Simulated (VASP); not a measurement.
# Pb (Fm-3m) in VASP: further runs, part 2 of 2

VASP 6.6.1. Earlier steps stand in the parts before.

## Step 5: Single point, revPBE

INCAR

```
  PREC = Accurate
  ENCUT = 520
  EDIFF = 1E-6
  ISMEAR = -1
  SIGMA = 0.05
  LREAL = False
  LASPH = True
  NELM = 100
  ALGO = Normal
  ISIF = 2
  LWAVE = False
  LCHARG = False
  GGA = RE
  NBANDS = 13
```

KPOINTS

```
regular mesh
0
Gamma
  9 9 9
```

POSCAR

```
Pb
1.0
    0.0000000000      2.4584086270      2.4584086270
    2.4584086270      0.0000000000      2.4584086270
    2.4584086270      2.4584086270      0.0000000000
Pb
1
Direct
    0.0000000000      0.0000000000      0.0000000000
```

Potentials or basis: VASP PAW PBE potentials, release 64 (Pb_d).

The run is started by

```console
$ cat potpaw_PBE.64/Pb_d/POTCAR > POTCAR
$ mpirun -np 1 vasp_std > vasp.out
```

OUTCAR:

```text
PREC = Accurate
   ENCUT = 520
   EDIFF = 1E-6
   ISMEAR = -1
   LREAL = False
   LASPH = True
   NELM = 100
   ISIF = 2
   GGA = RE

 ion  position               nearest neighbor table
   1  0.000  0.000  0.000-

  LATTYP: Found a face centered cubic cell.
 ALAT       =     4.9168172540

  Lattice vectors:

 A1 = (   0.0000000000,   2.4584086270,   2.4584086270)
 A2 = (   2.4584086270,   0.0000000000,   2.4584086270)
 A3 = (   2.4584086270,   2.4584086270,   0.0000000000)

Analysis of symmetry for initial positions (statically):
[... 5 lines left out ...]
 face centered cubic supercell.

 Subroutine GETGRP returns: Found 48 space group operations
 (whereof 48 operations were pure point group operations)
 out of a pool of 48 trial point group operations.

The static configuration has the point symmetry O_h .

Analysis of symmetry for dynamics (positions and initial velocities):
[... 5 lines left out ...]
 face centered cubic supercell.

 Subroutine GETGRP returns: Found 48 space group operations
 (whereof 48 operations were pure point group operations)
 out of a pool of 48 trial point group operations.

The dynamic configuration has the point symmetry O_h .

 Subroutine INISYM returns: Found 48 space group operations
 (whereof 48 operations are pure point group operations),
 and found     1 'primitive' translations

----------------------------------------------------------------------------------------

                                     Primitive cell

  volume of cell :      29.7161

  direct lattice vectors                    reciprocal lattice vectors
     0.000000000  2.458408627  2.458408627    -0.203383601  0.203383601  0.203383601
     2.458408627  0.000000000  2.458408627     0.203383601 -0.203383601  0.203383601
     2.458408627  2.458408627  0.000000000     0.203383601  0.203383601 -0.203383601

  length of vectors
     3.476714822  3.476714822  3.476714822     0.352270731  0.352270731  0.352270731

  position of ions in fractional coordinates (direct lattice)
     0.000000000  0.000000000  0.000000000

  ion indices of the primitive-cell ions
   primitive index   ion index
                 1           1

----------------------------------------------------------------------------------------

 KPOINTS: regular mesh

Automatic generation of k-mesh.
 Grid dimensions read from file:
 generate k-points for:    9    9    9

 Generating k-lattice:

  Cartesian coordinates                     Fractional coordinates (reciprocal lattice)
    -0.022598178  0.022598178  0.022598178     0.111111111  0.000000000  0.000000000
     0.022598178 -0.022598178  0.022598178     0.000000000  0.111111111  0.000000000
     0.022598178  0.022598178 -0.022598178     0.000000000  0.000000000  0.111111111

  Length of vectors
     0.039141192  0.039141192  0.039141192

  Shift w.r.t. Gamma in fractional coordinates (k-lattice)
     0.000000000  0.000000000  0.000000000

 Subroutine IBZKPT returns following result:
 ===========================================

 Found     35 irreducible k-points:

 Following reciprocal coordinates:
            Coordinates               Weight
  0.000000  0.000000  0.000000      1.000000
  0.111111  0.000000  0.000000      8.000000
  0.222222  0.000000  0.000000      8.000000
  0.333333  0.000000  0.000000      8.000000
  0.444444  0.000000  0.000000      8.000000
  0.111111  0.111111  0.000000      6.000000
[... 16 lines left out ...]
 -0.333333  0.333333  0.000000     12.000000
  0.444444  0.444444  0.000000      6.000000
 [... further k-points ...]
   k-points           NKPTS =     35   k-points in BZ     NKDIM =     35   number of bands    NBANDS=     13
   number of dos      NEDOS =    301   number of ions     NIONS =      1
   total plane-waves  NPLWV =  21952
   dimension x,y,z NGX =    28 NGY =   28 NGZ =   28
   dimension x,y,z NGXF=    56 NGYF=   56 NGZF=   56
   ions per type =               1
   NGX,Y,Z   is equivalent  to a cutoff of  13.39, 13.39, 13.39 a.u.
   NGXF,Y,Z  is equivalent  to a cutoff of  26.78, 26.78, 26.78 a.u.
 SYSTEM =  unknown system
   PREC   = accura    normal or accurate (medium, high low for compatibility)
   ISTART =      0    job   : 0-new  1-cont  2-samecut
   ICHARG =      2    charge: 1-file 2-atom 10-const
   ISPIN  =      1    spin polarized calculation?
   LNONCOLLINEAR =      F non collinear calculations
   LSORBIT =      F    spin-orbit coupling
   LASPH  =      T    aspherical Exc in radial PAW
   ENCUT  =  520.0 eV  38.22 Ry    6.18 a.u.   6.46  6.46  6.46*2*pi/ulx,y,z
   NELM   =    100;   NELMIN=  2; NELMDL= -5     # of ELM steps
   EDIFF  = 0.1E-05   stopping-criterion for ELM
   LREAL  =      F    real-space projection
   EDIFFG = 0.1E-04   stopping-criterion for IOM
   NSW    =      0    number of steps for IOM
   IBRION =     -1    ionic relax: 0-MD 1-quasi-New 2-CG
   NFREE  =      0    steps in history (QN), initial steepest desc. (CG)
   ISIF   =      2    stress and relaxation
   ISYM   =      2    0-nonsym 1-usesym 2-fastsym
   POTIM  = 0.5000    time-step for ionic-motion
   TEBEG  =    0.0;   TEEND  =   0.0 temperature during run
   PSTRESS=    0.0 pullay stress
   NELECT =      14.0000    total number of electrons
   NUPDOWN=      -1.0000    fix difference up-down
   EMIN   =  10.00;   EMAX   =-10.00  energy-range for DOS
   EFERMI =   0.00;   METHOD = LEGACY
   ISMEAR =    -1;   SIGMA  =   0.05  broadening in eV -4-tet -1-fermi 0-gaus
   EFERMI_NEDOS =   21; number of points for ismear=-14 and -15
   IALGO  =     38    algorithm
   IMIX   =      4    mixing-type and parameters
     AMIX     =   0.40;   BMIX     =  1.00
     AMIX_MAG =   1.60;   BMIX_MAG =  1.00
  volume/ion in A,a.u.               =      29.72       200.53
  Fermi-wavevector in a.u.,A,eV,Ry     =   1.273855  2.407238 22.078274  1.622707
  Thomas-Fermi vector in A             =   2.406656
   LORBIT       =      0    0 simple, 1 ext, 2 COOP (PROOUT), +10 PAW based schemes
   GGA     = RE    functional components
   LHFCALC =     F    Hartree Fock is set to
   AEXX    =    0.0000 exact exchange contribution
   IVDW    =     0    specifies the selected vdW correction
   LEPSILON=     F    determine dielectric tensor
   LRPA    =     F    only Hartree local field effects (RPA)
 non-spin polarized calculation
  energy-cutoff  :      520.00
  volume of cell :       29.72
 maximum number of plane-waves:       821
 NGX is ok and might be reduce to    28
   NGX = 13   NGY = 13   NGZ = 13

 number of electron      13.9999999 magnetization

 Free energy of the ion-electron system (eV)
  ---------------------------------------------------
  ext. energy  EPLUGINS =         0.00000000
  ---------------------------------------------------
  free energy    TOTEN  =        -3.22138668 eV

  energy without entropy =       -3.21832787  energy(sigma->0) =       -3.21985728

 E-fermi :   7.4509     XC(G=0): -10.2132

 val. band max:        7.2292647081   @ k =  -0.3333   0.3333   0.1111
 cond. band min:       7.4533956415   @ k =  -0.2222   0.3333   0.1111
 fundamental gap:      0.2241309334
 Fermi energy:         7.4508921911

 k-point     1 :       0.0000    0.0000    0.0000
  band No.  band energies     occupation
      1      -9.5369      2.00000
      2      -9.5369      2.00000
      3      -9.5369      2.00000
      4      -9.3891      2.00000
      5      -9.3891      2.00000
      6      -4.2861      2.00000
      7      15.2004      0.00000
      8      15.2004      0.00000
      9      15.2004      0.00000
     10      17.3497      0.00000
     11      19.1726      0.00000
     12      20.2255      0.00000
     13      20.2255      0.00000

 k-point     2 :       0.1111    0.0000    0.0000
  band No.  band energies     occupation
      1      -9.5377      2.00000
      2      -9.5195      2.00000
      3      -9.5195      2.00000
      4      -9.3892      2.00000
      5      -9.3892      2.00000
      6      -4.0430      2.00000
      7      12.7741      0.00000
      8      14.9106      0.00000
      9      14.9106      0.00000
     10      16.9939      0.00000
     11      20.1031      0.00000
[... 339 lines left out ...]
 k-point    24 :       0.4444    0.4444    0.0000
  band No.  band energies     occupation
      1      -9.7051      2.00000
      2      -9.6097      2.00000
      3      -9.2629      2.00000
      4      -9.2218      2.00000
      5      -9.2218      2.00000
      6       0.4539      2.00000
      7       4.8436      2.00000
      8       9.7867      0.00000
      9       9.7867      0.00000
     10      13.1166      0.00000
     11      14.3346      0.00000
     12      25.9708      0.00000
     13      27.7845      0.00000

 [... further k-points ...]
[... 5 lines left out ...]
  --------------------------------------------------------------------------------------
  -------------------------------------------------------------------------------------
  Total        0.8334515      0.8334515      0.8334515     -0.0000000      0.0000000      0.0000000
  in kB       44.9364456     44.9364456     44.9364456     -0.0000000      0.0000000      0.0000000
  external PRESSURE =      44.9364456 kB  Pullay stress =       0.0000000 kB

 VOLUME and BASIS-vectors are now :
 -----------------------------------------------------------------------------
  energy-cutoff  :      520.00
  volume of cell :       29.72
      direct lattice vectors                 reciprocal lattice vectors
     0.000000000  2.458408627  2.458408627    -0.203383601  0.203383601  0.203383601
     2.458408627  0.000000000  2.458408627     0.203383601 -0.203383601  0.203383601
     2.458408627  2.458408627  0.000000000     0.203383601  0.203383601 -0.203383601

 POSITION                                       TOTAL-FORCE (eV/Angst)
 -----------------------------------------------------------------------------------
      0.00000      0.00000      0.00000        -0.000000      0.000000     -0.000000
 -----------------------------------------------------------------------------------
    total drift:                               -0.000000     -0.000000     -0.000000

  FREE ENERGIE OF THE ION-ELECTRON SYSTEM (eV)
  ---------------------------------------------------
  free  energy   TOTEN  =        -3.2213866785 eV

  energy  without entropy=       -3.2183278747  energy(sigma->0) =       -3.21985728
```

OSZICAR:

```text
N       E                     dE             d eps       ncg     rms          rms(c)
DAV:   1     0.109524767046E+03    0.10952E+03   -0.70392E+03   915   0.125E+03
DAV:   2     0.221648322618E+01   -0.10731E+03   -0.10378E+03   940   0.315E+02
DAV:   3    -0.310305977475E+01   -0.53195E+01   -0.53009E+01  1161   0.759E+01
DAV:   4    -0.322571957531E+01   -0.12266E+00   -0.12263E+00  1158   0.121E+01
DAV:   5    -0.323072377721E+01   -0.50042E-02   -0.50041E-02  1262   0.229E+00    0.519E-01
DAV:   6    -0.322317024096E+01    0.75535E-02   -0.10668E-02  1206   0.182E+00    0.268E-01
DAV:   7    -0.322137324755E+01    0.17970E-02   -0.51813E-03  1190   0.119E+00    0.889E-02
DAV:   8    -0.322139185330E+01   -0.18606E-04   -0.47835E-04  1150   0.331E-01    0.103E-02
DAV:   9    -0.322138825439E+01    0.35989E-05   -0.12461E-05  1295   0.601E-02    0.531E-03
DAV:  10    -0.322138663197E+01    0.16224E-05   -0.13037E-06  1043   0.104E-02    0.409E-04
DAV:  11    -0.322138667852E+01   -0.46554E-07   -0.53836E-08   725   0.355E-03
   1 F= -.32213867E+01 E0= -.32198573E+01  d E =-.305880E-02
```

Run time: 5.8 s. Hardware: 1 thread of Intel Xeon 6975P-C (Granite Rapids), shared host; peak memory 0.16 GiB.

What came out:

```
Free energy            : -3.2214 eV
Pressure               : 4.5 GPa
Band gap on the k mesh : zero (band 7 reaches 15.20 eV, above the bottom of band 8 at 6.02 eV)
```

Levels at points of the mesh, in eV from the Fermi level:
```tsv
k point	band 4	band 5	band 6	band 7	band 8	band 9	band 10	band 11
(0.00, 0.00, 0.00)	-16.84	-16.84	-11.74	7.75	7.75	7.75	9.90	11.72
```

Caveat: the PAW data sets were made with another functional, which shifts forces and pressure a little; spin-orbit coupling is left out, which moves the levels of the heavy elements.

## Step 6: The runs side by side

| level | cell | gap on the mesh (eV) | pressure (GPa) |
| --- | --- | --- | --- |
| PBE+D3(BJ) | a = 3.477 Å, angles 60.0°, 1 atom | none | 1.0 |
| PBEsol | a = 3.453 Å, angles 60.0°, 1 atom | none | 1.4 |
| revPBE | a = 3.453 Å, angles 60.0°, 1 atom | none | 5.8 |
| revPBE | a = 3.477 Å, angles 60.0°, 1 atom | none | 4.5 |

Alike in all rows: task single point; potentials or basis VASP PAW PBE potentials, release 64 (Pb_d); no spin polarisation; k mesh 9 × 9 × 9; cutoff (eV) 520; smearing fermi-dirac 0.05 eV.

Caveats: spin-orbit coupling is left out, which moves the levels of the heavy elements; the PAW data sets were made with another functional, which shifts forces and pressure a little (some runs); pairwise dispersion overbinds metals, which lowers pressure and volume (some runs).

Absolute energies hang on the potentials; compare differences alone.
